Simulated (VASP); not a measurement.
A run of VASP 6.6.1 is set up as follows.

INCAR

```
  ALGO = Normal
  DIPOL = 0.5 0.5 0.351
  EDIFF = 1E-7
  ENCUT = 520
  GGA = PE
  IDIPOL = 3
  ISIF = 2
  ISMEAR = 0
  LASPH = True
  LCHARG = True
  LDIPOL = True
  LELF = True
  LREAL = False
  LVACPOTAV = True
  LVHAR = True
  LWAVE = False
  NBANDS = 32
  NELM = 60
  PREC = Accurate
  SIGMA = 0.1
```

Contents of KPOINTS:

```
k-points
0
Gamma
  8 8 1
```

File POSCAR:

```
Ti4H
1.0
    3.2553359259      0.0000000000      0.0000000000
    0.0000000000      3.2553359259      0.0000000000
    0.0000000000      0.0000000000     20.1793674375
Ti H
4 1
Direct
    0.5000000000      0.5000000000      0.1982222690
    0.0000000000      0.0000000000      0.2788822782
    0.5000000000      0.5000000000      0.3551865247
    0.0000000000      0.0000000000      0.4301109767
    0.1250000000      0.3750000000      0.4907327448
```

Potentials or basis: VASP PAW PBE potentials, release 64 (Ti_sv, H).

Run with:

```bash
$ cat potpaw_PBE.64/Ti_sv/POTCAR potpaw_PBE.64/H/POTCAR > POTCAR
$ mpirun -np 1 vasp_std > vasp.out
```

Task: Estimate the largest force.

Result: 0.927 eV/Å.

Task: Estimate the band gap on the k mesh.

Result: Zero (an odd number of electrons rules out a gap without spin polarisation).

Forces on the atoms (eV/Å):
```
Ti   0.015 -0.007  0.568
Ti   0.017  0.056 -0.590
Ti  -0.147 -0.194 -0.474
Ti  -0.150 -0.744  0.514
H    0.265  0.889 -0.019
```
